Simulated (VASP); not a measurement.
Input of a VASP 6.6.1 run:

INCAR

```
SYSTEM = TaN
PREC = Accurate ; ENCUT = 520
EDIFF = 1E-6 ; ISMEAR = 0
SIGMA = 0.15 ; LREAL = .FALSE.
LASPH = .TRUE. ; NELM = 60
ALGO = Normal ; ISIF = 2
LWAVE = .FALSE. ; LCHARG = .TRUE.
GGA = PS ; LELF = .TRUE.
LVHAR = .TRUE. ; NBANDS = 15
```

The input KPOINTS:

```
Automatic mesh
0
G
  24 24 24
  0 0 0
```

POSCAR

```
TaN
1.0
    0.0000000000      2.0237563526      2.1878447055
    2.1878447055      0.0000000000      2.1878447055
    2.1878447055      2.0237563526      0.0000000000
Ta N
1 1
Direct
    0.5000000000      0.5000000000      0.5000000000
    0.0000000000      0.0000000000      0.0000000000
```

Potentials or basis: VASP PAW PBE potentials, release 64 (Ta_pv, N).

Command:

```console
$ cat potpaw_PBE.64/Ta_pv/POTCAR potpaw_PBE.64/N/POTCAR > POTCAR
$ mpirun -np 1 vasp_std > vasp.out
```

What does it give for the band gap on the k mesh?

Zero (bands 8 and 9 overlap by 4.56 eV).

Predict the pressure.

41.3 GPa.

Stress tensor (GPa, compression positive):
```
14.61  0.00  0.00
 0.00 94.73  0.00
 0.00  0.00 14.61
```

Caveat: the cell differs from its parent crystal (strain -0.0750 x Voigt [0, 1, 0, 0, 0, 0]); the cell stands under pressure; the PAW data sets were made with another functional, which shifts forces and pressure a little; spin-orbit coupling is left out, which moves the levels of the heavy elements.
